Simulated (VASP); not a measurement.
# Si (Fm-3m) in VASP: further runs

The runs below take Si through single point, with revPBE+D3(BJ), PBE+D4, PBEsol.

Everything below comes from runs of VASP 6.6.1. Logs are shortened: lines on timing, memory, paths and dates and some standing lists are left out, and cuts for length are marked.

**1. The cell of the first run**

The structure is cubic, space group Fm-3m (No. 225). The conventional cell has a = 3.737 Å, b = 3.737 Å, c = 3.737 Å, α = 90.00°, β = 90.00°, γ = 90.00°. Within 3.5 Å of Si (site symmetry m-3m) lie 12 Si at 2.64 Å.

**2. Single point, revPBE+D3(BJ)**

INCAR reads:

```
ALGO = Normal
EDIFF = 1E-7
ENCUT = 520
GGA = RE
ISIF = 2
ISMEAR = -1
IVDW = 12
LASPH = True
LCHARG = False
LREAL = False
LWAVE = False
NBANDS = 8
NELM = 100
PREC = Accurate
SIGMA = 0.1
```

KPOINTS reads:

```
k-points
0
Gamma
  17 17 17
```

POSCAR reads:

```
Si
1.0
    0.0000000000      1.8685081286      1.8685081286
    1.8685081286      0.0000000000      1.8685081286
    1.8685081286      1.8685081286      0.0000000000
Si
1
Direct
    0.0000000000      0.0000000000      0.0000000000
```

Potentials or basis: VASP PAW PBE potentials, release 64 (Si).

On the command line:

```console
$ cat potpaw_PBE.64/Si/POTCAR > POTCAR
$ mpirun -np 1 vasp_std > vasp.out
```

OUTCAR:

```text
EDIFF = 1E-7
   ENCUT = 520
   GGA = RE
   ISIF = 2
   ISMEAR = -1
   IVDW = 12
   LASPH = True
   LREAL = False
   NELM = 100
   PREC = Accurate
 IVDW          = 12

 ion  position               nearest neighbor table
   1  0.000  0.000  0.000-

  LATTYP: Found a face centered cubic cell.
 ALAT       =     3.7370162572

  Lattice vectors:

 A1 = (   0.0000000000,   1.8685081286,   1.8685081286)
 A2 = (   1.8685081286,   0.0000000000,   1.8685081286)
 A3 = (   1.8685081286,   1.8685081286,   0.0000000000)

Analysis of symmetry for initial positions (statically):
=====================================================================
 Subroutine PRICEL returns:
 Original cell was already a primitive cell.

 Routine SETGRP: Setting up the symmetry group for a
 face centered cubic supercell.

 Subroutine GETGRP returns: Found 48 space group operations
 (whereof 48 operations were pure point group operations)
 out of a pool of 48 trial point group operations.

The static configuration has the point symmetry O_h .

Analysis of symmetry for dynamics (positions and initial velocities):
=====================================================================
 Subroutine PRICEL returns:
 Original cell was already a primitive cell.

 Routine SETGRP: Setting up the symmetry group for a
 face centered cubic supercell.

 Subroutine GETGRP returns: Found 48 space group operations
 (whereof 48 operations were pure point group operations)
 out of a pool of 48 trial point group operations.

The dynamic configuration has the point symmetry O_h .

 Subroutine INISYM returns: Found 48 space group operations
 (whereof 48 operations are pure point group operations),
 and found     1 'primitive' translations

----------------------------------------------------------------------------------------

                                     Primitive cell

  volume of cell :      13.0471

  direct lattice vectors                    reciprocal lattice vectors
     0.000000000  1.868508129  1.868508129    -0.267593163  0.267593163  0.267593163
     1.868508129  0.000000000  1.868508129     0.267593163 -0.267593163  0.267593163
     1.868508129  1.868508129  0.000000000     0.267593163  0.267593163 -0.267593163

  length of vectors
     2.642469537  2.642469537  2.642469537     0.463484954  0.463484954  0.463484954

  position of ions in fractional coordinates (direct lattice)
     0.000000000  0.000000000  0.000000000

  ion indices of the primitive-cell ions
   primitive index   ion index
                 1           1

----------------------------------------------------------------------------------------

 KPOINTS: k-points

Automatic generation of k-mesh.
 Grid dimensions read from file:
 generate k-points for:   17   17   17

 Generating k-lattice:

  Cartesian coordinates                     Fractional coordinates (reciprocal lattice)
    -0.015740774  0.015740774  0.015740774     0.058823529  0.000000000  0.000000000
     0.015740774 -0.015740774  0.015740774     0.000000000  0.058823529  0.000000000
     0.015740774  0.015740774 -0.015740774     0.000000000  0.000000000  0.058823529

  Length of vectors
     0.027263821  0.027263821  0.027263821

  Shift w.r.t. Gamma in fractional coordinates (k-lattice)
     0.000000000  0.000000000  0.000000000

 Subroutine IBZKPT returns following result:
 ===========================================

 Found    165 irreducible k-points:

 Following reciprocal coordinates:
            Coordinates               Weight
  0.000000  0.000000  0.000000      1.000000
  0.058824  0.000000  0.000000      8.000000
  0.117647  0.000000  0.000000      8.000000
  0.176471  0.000000  0.000000      8.000000
  0.235294  0.000000  0.000000      8.000000
  0.294118  0.000000  0.000000      8.000000
[... 16 lines left out ...]
 -0.176471  0.058824  0.000000     24.000000
 -0.117647  0.058824  0.000000     24.000000
 [... further k-points ...]
   k-points           NKPTS =    165   k-points in BZ     NKDIM =    165   number of bands    NBANDS=      8
   number of dos      NEDOS =    301   number of ions     NIONS =      1
   total plane-waves  NPLWV =   8000
   dimension x,y,z NGX =    20 NGY =   20 NGZ =   20
   dimension x,y,z NGXF=    40 NGYF=   40 NGZF=   40
   ions per type =               1
   NGX,Y,Z   is equivalent  to a cutoff of  12.58, 12.58, 12.58 a.u.
   NGXF,Y,Z  is equivalent  to a cutoff of  25.17, 25.17, 25.17 a.u.
 SYSTEM =  unknown system
   PREC   = accura    normal or accurate (medium, high low for compatibility)
   ISTART =      0    job   : 0-new  1-cont  2-samecut
   ICHARG =      2    charge: 1-file 2-atom 10-const
   ISPIN  =      1    spin polarized calculation?
   LNONCOLLINEAR =      F non collinear calculations
   LSORBIT =      F    spin-orbit coupling
   LASPH  =      T    aspherical Exc in radial PAW
   ENCUT  =  520.0 eV  38.22 Ry    6.18 a.u.   4.91  4.91  4.91*2*pi/ulx,y,z
   NELM   =    100;   NELMIN=  2; NELMDL= -5     # of ELM steps
   EDIFF  = 0.1E-06   stopping-criterion for ELM
   LREAL  =      F    real-space projection
   EDIFFG = 0.1E-05   stopping-criterion for IOM
   NSW    =      0    number of steps for IOM
   IBRION =     -1    ionic relax: 0-MD 1-quasi-New 2-CG
   NFREE  =      0    steps in history (QN), initial steepest desc. (CG)
   ISIF   =      2    stress and relaxation
   ISYM   =      2    0-nonsym 1-usesym 2-fastsym
   POTIM  = 0.5000    time-step for ionic-motion
   TEBEG  =    0.0;   TEEND  =   0.0 temperature during run
   PSTRESS=    0.0 pullay stress
   NELECT =       4.0000    total number of electrons
   NUPDOWN=      -1.0000    fix difference up-down
   EMIN   =  10.00;   EMAX   =-10.00  energy-range for DOS
   EFERMI =   0.00;   METHOD = LEGACY
   ISMEAR =    -1;   SIGMA  =   0.10  broadening in eV -4-tet -1-fermi 0-gaus
   EFERMI_NEDOS =   21; number of points for ismear=-14 and -15
   IALGO  =     38    algorithm
   IMIX   =      4    mixing-type and parameters
     AMIX     =   0.40;   BMIX     =  1.00
     AMIX_MAG =   1.60;   BMIX_MAG =  1.00
  volume/ion in A,a.u.               =      13.05        88.05
  Fermi-wavevector in a.u.,A,eV,Ry     =   1.103883  2.086037 16.579493  1.218558
  Thomas-Fermi vector in A             =   2.240348
   LORBIT       =      0    0 simple, 1 ext, 2 COOP (PROOUT), +10 PAW based schemes
   GGA     = RE    functional components
   LHFCALC =     F    Hartree Fock is set to
   AEXX    =    0.0000 exact exchange contribution
   IVDW    =    12    specifies the selected vdW correction
   LEPSILON=     F    determine dielectric tensor
   LRPA    =     F    only Hartree local field effects (RPA)
 non-spin polarized calculation
  energy-cutoff  :      520.00
  volume of cell :       13.05
 maximum number of plane-waves:       361
   NGX =  9   NGY =  9   NGZ =  9

 number of electron       4.0000000 magnetization

 Free energy of the ion-electron system (eV)
  ---------------------------------------------------
  ext. energy  EPLUGINS =         0.00000000
  ---------------------------------------------------
  free energy    TOTEN  =        -4.61399428 eV

  energy without entropy =       -4.59951386  energy(sigma->0) =       -4.60675407

 E-fermi :  11.7179     XC(G=0): -11.6116

 val. band max:       11.6272645655   @ k =  -0.4118   0.3529   0.1176
 cond. band min:      11.7197696959   @ k =   0.4118   0.3529   0.0000
 fundamental gap:      0.0925051304
 Fermi energy:        11.7179129713

 k-point     1 :       0.0000    0.0000    0.0000
  band No.  band energies     occupation
      1      -3.7949      2.00000
      2      23.9440      0.00000
      3      23.9440      0.00000
      4      23.9440      0.00000
      5      24.1885      0.00000
      6      24.1885      0.00000
      7      24.1885      0.00000
      8      29.5185      0.00000

 k-point     2 :       0.0588    0.0000    0.0000
  band No.  band energies     occupation
      1      -3.6867      2.00000
      2      21.6676      0.00000
      3      23.1266      0.00000
      4      23.1266      0.00000
      5      25.1494      0.00000
      6      25.1494      0.00000
      7      25.5093      0.00000
      8      30.4312      0.00000

 k-point     3 :       0.1176    0.0000    0.0000
  band No.  band energies     occupation
      1      -3.3625      2.00000
      2      18.9762      0.00000
      3      22.3664      0.00000
      4      22.3664      0.00000
      5      25.8894      0.00000
      6      26.2599      0.00000
      7      26.2599      0.00000
      8      29.7793      0.00000

 k-point     4 :       0.1765    0.0000    0.0000
  band No.  band energies     occupation
      1      -2.8235      2.00000
      2      16.2755      0.00000
      3      21.7799      0.00000
      4      21.7799      0.00000
      5      25.8628      0.00000
      6      26.8230      0.00000
      7      26.8230      0.00000
      8      29.3200      0.00000

 k-point     5 :       0.2353    0.0000    0.0000
  band No.  band energies     occupation
      1      -2.0713      2.00000
      2      13.6676      0.00000
      3      21.3702      0.00000
      4      21.3702      0.00000
      5      25.7675      0.00000
      6      26.1134      0.00000
      7      26.1134      0.00000
      8      30.3571      0.00000
[... 177 lines left out ...]
 k-point    22 :      -0.2353    0.0588    0.0000
  band No.  band energies     occupation
      1      -1.6784      2.00000
      2      12.9079      0.00001
      3      19.3423      0.00000
      4      22.5279      0.00000
      5      24.7373      0.00000
      6      26.2990      0.00000
      7      26.3746      0.00000
      8      29.5862      0.00000

 k-point    23 :      -0.1765    0.0588    0.0000
  band No.  band energies     occupation
      1      -2.5007      2.00000
      2      15.4637      0.00000
      3      19.6849      0.00000
      4      22.9648      0.00000
      5      25.5941      0.00000
      6      26.3986      0.00000
      7      27.3659      0.00000
      8      28.2423      0.00000

 k-point    24 :      -0.1176    0.0588    0.0000
  band No.  band energies     occupation
      1      -3.1108      2.00000
      2      18.1143      0.00000
      3      20.2155      0.00000
      4      23.5338      0.00000
      5      25.3596      0.00000
      6      26.3511      0.00000
      7      27.5539      0.00000
      8      28.3377      0.00000

 [... further k-points ...]

------------------------ aborting loop because EDIFF is reached ----------------------------------------

 Edisp (eV)   -0.93018

 E8    (eV) :    -0.6340

  FORCE on cell =-STRESS in cart. coord.  units (eV):
  Direction    XX          YY          ZZ          XY          YZ          ZX
  --------------------------------------------------------------------------------------
  -------------------------------------------------------------------------------------
  Total      -0.04299    -0.04299    -0.04299     0.00000    -0.00000     0.00000
  in kB      -5.27871    -5.27871    -5.27871     0.00000    -0.00000     0.00000
  external pressure =       -5.28 kB  Pullay stress =        0.00 kB

 VOLUME and BASIS-vectors are now :
 -----------------------------------------------------------------------------
  energy-cutoff  :      520.00
  volume of cell :       13.05
      direct lattice vectors                 reciprocal lattice vectors
     0.000000000  1.868508129  1.868508129    -0.267593163  0.267593163  0.267593163
     1.868508129  0.000000000  1.868508129     0.267593163 -0.267593163  0.267593163
     1.868508129  1.868508129  0.000000000     0.267593163  0.267593163 -0.267593163

 POSITION                                       TOTAL-FORCE (eV/Angst)
 -----------------------------------------------------------------------------------
      0.00000      0.00000      0.00000         0.000000      0.000000      0.000000
 -----------------------------------------------------------------------------------
    total drift:                               -0.000000      0.000000     -0.000000

  FREE ENERGIE OF THE ION-ELECTRON SYSTEM (eV)
  ---------------------------------------------------
  free  energy   TOTEN  =        -5.5441708402 eV

  energy  without entropy=       -5.5296904269  energy(sigma->0) =       -5.53693063
```

Run time: 30 s. Hardware: 1 thread of AMD EPYC 7R13, shared host; peak memory 0.11 GiB.

Results:

- Free energy: -5.5442 eV
- Pressure: -0.5 GPa
- Band gap on the k mesh: zero (band 2 reaches 23.94 eV, above the bottom of band 3 at 8.31 eV)
- Dispersion energy per atom: -0.930 eV

Caveat: the PAW data sets were made with another functional, which shifts forces and pressure a little; pairwise dispersion overbinds metals, which lowers pressure and volume.

**3. Single point, PBE+D4**

This run uses another cell than the first one, of 13.72 Å³/atom, 1.051 times its volume.

INCAR reads:

```
PREC     = Accurate       # precision mode
ENCUT    = 520            # plane-wave cutoff, eV
EDIFF    = 1E-6           # SCF threshold, eV
ISMEAR   = -1             # smearing method
SIGMA    = 0.1            # smearing width, eV
LREAL    = False          # projectors in reciprocal space
LASPH    = True           # aspherical terms in the spheres
NELM     = 60             # most SCF steps
ALGO     = Normal         # electronic algorithm
ISIF     = 2              # what is computed and relaxed
LWAVE    = False          # write WAVECAR
LCHARG   = False          # write CHGCAR
GGA      = PE             # functional
IVDW     = 13             # dispersion correction
NBANDS   = 8              # bands
```

KPOINTS reads:

```
regular mesh
0
Gamma
  17 17 17
```

POSCAR reads:

```
Si
1.0
    0.0000000000      1.8998739768      1.8998739768
    1.8998739768      0.0000000000      1.8998739768
    1.8998739768      1.8998739768      0.0000000000
Si
1
Direct
    0.0000000000      0.0000000000      0.0000000000
```

Potentials or basis: VASP PAW PBE potentials, release 64 (Si).

On the command line:

```console
$ cat potpaw_PBE.64/Si/POTCAR > POTCAR
$ mpirun -np 1 vasp_std > vasp.out
```

It took 26 s on 1 thread of AMD EPYC 7R13, shared host; peak memory 0.1 GiB.

It converged, with:

* Free energy: -5.3455 eV
* Pressure: 0.0 GPa
* Band gap on the k mesh: zero (band 2 reaches 22.70 eV, above the bottom of band 3 at 7.73 eV)
* Dispersion energy per atom: -0.464 eV

Levels at points of the mesh, in eV from the Fermi level:
```
           k point  band 1  band 2  band 3  band 4  band 5  band 6
(0.00, 0.00, 0.00)  -15.01   11.75   11.75   11.75   12.09   12.09
```

Caveat: pairwise dispersion overbinds metals, which lowers pressure and volume.

**4. Single point, PBEsol**

This run uses another cell than the first one, of 14.07 Å³/atom, 1.078 times its volume.

INCAR reads:

```
PREC = Accurate
ENCUT = 520
EDIFF = 1E-6
ISMEAR = -1
SIGMA = 0.1
LREAL = False
LASPH = True
NELM = 80
ALGO = Normal
ISIF = 2
LWAVE = False
LCHARG = False
GGA = PS
NBANDS = 8
```

KPOINTS reads:

```
Automatic mesh
0
Gamma
  17 17 17
```

POSCAR reads:

```
Si
1.0
    0.0000000000      1.9161049527      1.9161049527
    1.9161049527      0.0000000000      1.9161049527
    1.9161049527      1.9161049527      0.0000000000
Si
1
Direct
    0.0000000000      0.0000000000      0.0000000000
```

On the command line:

```console
$ cat potpaw_PBE.64/Si/POTCAR > POTCAR
$ mpirun -np 1 vasp_std > vasp.out
```

It took 27 s on 1 thread of AMD EPYC 7R13, shared host; peak memory 0.1 GiB.

The run converged. Its results:

| Property | Result |
| --- | --- |
| Free energy | -5.3471 eV |
| Pressure | 0.2 GPa |
| Band gap on the k mesh | zero (band 2 reaches 21.96 eV, above the bottom of band 3 at 7.41 eV) |

Levels at points of the mesh, in eV from the Fermi level:
| k point | band 1 | band 2 | band 3 | band 4 | band 5 | band 6 |
| --- | --- | --- | --- | --- | --- | --- |
| (0.00, 0.00, 0.00) | -14.76 | 11.43 | 11.43 | 11.43 | 12.00 | 12.00 |

Caveat: the PAW data sets were made with another functional, which shifts forces and pressure a little.

**5. Summary**

```tsv
level	cell	gap on the mesh (eV)	pressure (GPa)
revPBE+D3(BJ)	a = 2.642 Å, angles 60.0°, 1 atom	none	-0.5
PBE+D4	a = 2.687 Å, angles 60.0°, 1 atom	none	0.0
PBEsol	a = 2.710 Å, angles 60.0°, 1 atom	none	0.2
```

Alike in all rows: task single point; potentials or basis VASP PAW PBE potentials, release 64 (Si); no spin polarisation; k mesh 17 × 17 × 17; cutoff (eV) 520; smearing fermi-dirac 0.1 eV.

Caveats: the PAW data sets were made with another functional, which shifts forces and pressure a little (some runs); pairwise dispersion overbinds metals, which lowers pressure and volume (some runs).

Absolute energies hang on the potentials; compare differences alone.
